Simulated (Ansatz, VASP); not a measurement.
## One calculation of Sr3Br2, two programs

Contents of INCAR:

```
PREC = Accurate ; ENCUT = 520
EDIFF = 1E-6 ; ISMEAR = 0
SIGMA = 0.1 ; LREAL = F
LASPH = T ; NELM = 100
ALGO = Normal ; ISIF = 2
LWAVE = F ; LCHARG = T
GGA = PE ; LELF = T
LVHAR = T ; NBANDS = 30
```

File KPOINTS:

```
Automatic mesh
0
Gamma
  6 6 4
```

POSCAR

```
Sr3Br2
1.0
    4.8485300388      0.0000000000      0.0000000000
   -2.4242650194      4.1989501846      0.0000000000
    0.0000000000      0.0000000000      7.5435251619
Sr Br
3 2
Direct
    0.0000000000      0.0000000000      0.0000000000
    0.3333333333      0.6666666667      0.6450000000
    0.6666666667      0.3333333333      0.3550000000
    0.3333333333      0.6666666667      0.2450000000
    0.6666666667      0.3333333333      0.7550000000
```

Input for Ansatz:

```yaml
crystal:
  lattice:
    - [4.8485300388, 0.0, 0.0]
    - [-2.4242650194, 4.1989501846, 0.0]
    - [0.0, 0.0, 7.5435251619]
  atoms:
    - { symbol: Sr, position: [0.0, 0.0, 0.0] }
    - { symbol: Sr, position: [0.3333333333, 0.6666666667, 0.645] }
    - { symbol: Sr, position: [0.6666666667, 0.3333333333, 0.355] }
    - { symbol: Br, position: [0.3333333333, 0.6666666667, 0.245] }
    - { symbol: Br, position: [0.6666666667, 0.3333333333, 0.755] }
basis:
  ecutwfc: 420
kpoints:
  mp_grid: { grid: [6, 6, 4] }
hamiltonian:
  xc: pbe
scf:
  occupations: { method: gaussian, width: 0.1 }
  lower_state_search: "off"
output:
  forces: true
  stress: true
  eigenvalues: true
```

Alike in both runs: task single point; functional PBE; k mesh 6 × 6 × 4; occupations gaussian, width 0.1 eV; no spin polarisation.

```csv
,VASP,Ansatz
version,VASP 6.6.1,Ansatz 0.2.0
potentials or method,"VASP PAW PBE potentials, release 64 (Sr_sv, Br), cutoff 520 eV","scalar-relativistic, plane waves, PAW"
valence electrons in the cell,44,44
```

```csv
,VASP,Ansatz,Ansatz less VASP
gap on the k mesh at the Fermi level (eV),none,none,-
pressure (GPa),7.1,7.0,-0.13
"traceless stress, the component that is largest in VASP (GPa)",2.04,2.06,+0.028
rms of the force components (eV/Å),0.456,0.446,-0.0102
```

Atom by atom the forces differ by 0.010 eV/Å (rms over components). A gap of «none» marks a metal or a gap that the smearing closes.
